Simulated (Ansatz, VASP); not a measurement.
**Two plane-wave programs on Mo**

```
Mo
1.0
     3.16000    0.00000    0.00000
     0.00000    3.16000    0.00000
     0.00000    0.00000   21.48000
Mo
7
Direct
  0.00000 0.00000 0.28672
  0.50000 0.50000 0.35164
  0.00000 0.00000 0.42669
  0.50000 0.50000 0.50000
  0.00000 0.00000 0.57331
  0.50000 0.50000 0.64836
  0.00000 0.00000 0.71328
```

Alike in both runs: functional PBE; k mesh 16 × 16 × 1; occupations methfessel-paxton of order 1, width 0.1 eV; no spin polarisation.

Ansatz relaxed the structure, and its values are those at the end. VASP's run is a single point on that final structure, the one shown.

```csv
,VASP,Ansatz
version,VASP 6.6.1,Ansatz 0.2.0
potentials or method,"VASP PAW PBE potentials, release 64 (Mo_sv)","scalar-relativistic, plane waves, PAW"
plane-wave cutoff (eV),520,420
valence electrons in the cell,98,98
```

|  | VASP | Ansatz | Ansatz less VASP |
| --- | --- | --- | --- |
| gap on the k mesh at the Fermi level (eV) | none | none | - |
| rms of the force components (eV/Å) | 0.011 | 0.003 | -0.0080 |

A gap of «none» marks a metal or a gap that the smearing closes.
